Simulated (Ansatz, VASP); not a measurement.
## Sb: VASP beside Ansatz

```
Sb
1.0
    -1.53452    1.53452    2.52864
     1.53452   -1.53452    2.52864
     1.53452    1.53452   -2.52864
Sb
1
Direct
  0.00000 0.00000 0.00000
```

Change from the starting cell: volume scaled by 1.06.

Alike in both runs: task single point; functional PBEsol; k mesh 19 × 19 × 19; occupations fermi-dirac, width 0.05 eV; no spin polarisation.

```csv
,VASP,Ansatz
version,VASP 6.6.1,Ansatz 0.2.0
potentials or method,"VASP PAW PBE potentials, release 64 (Sb), cutoff 520 eV","all-electron LAPW, scalar-relativistic"
```

|  | VASP | Ansatz | Ansatz less VASP |
| --- | --- | --- | --- |
| pressure (GPa) | 8.5 | 8.4 | -0.09 |
| traceless stress, the component that is largest in VASP (GPa) | -0.70 | -0.63 | +0.078 |

VASP's potentials were made for PBE, not for PBEsol. Ansatz ran all-electron here, and VASP with PAW potentials.

Spin-orbit coupling is off throughout.
